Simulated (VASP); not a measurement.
Ba, 1 atom in the cell. It takes space group Fm-3m (No. 225, cubic). Conventional cell: a = 5.834 Å, b = 5.834 Å, c = 5.834 Å, α = 90.00°, β = 90.00°, γ = 90.00°. Ba (site symmetry m-3m) has 12 Ba at 4.13 Å within 5.4 Å. This isn't the form of Ba at room conditions, which is bcc.

| Property | Result |
| --- | --- |
| Program | VASP 6.6.1 |
| Task | relaxation of cell and atoms |
| Functional | PBE |
| Potentials or basis | VASP PAW PBE potentials, release 64 (Ba_sv) |
| Cutoff | 600 eV |
| k mesh | 11 × 11 × 11 |
| Occupations | fermi-dirac, width 0.05 eV |
| Spin | no spin polarisation |
| Target pressure | 2.8 GPa |
| Dipole correction | no |
| Further INCAR settings | ALGO = Normal; EDIFF = 1e-06; IBRION = 2; EDIFFG = -0.005; NSW = 32; ISIF = 3 |

Potentials or basis: VASP PAW PBE potentials, release 64 (Ba_sv).

Run with:

```sh
$ cat potpaw_PBE.64/Ba_sv/POTCAR > POTCAR
$ mpirun -np 1 vasp_std > vasp.out
```

Hardware: 1 thread of Intel Xeon 8259CL, on a shared host.

Problem. How long does it take, and how much memory?

Solution. Wall time 59 s on 1 thread of Intel Xeon 8259CL, on a shared host, peak memory 0.22 GiB. Counts: scf iterations 25, k points 56, ion steps 3.
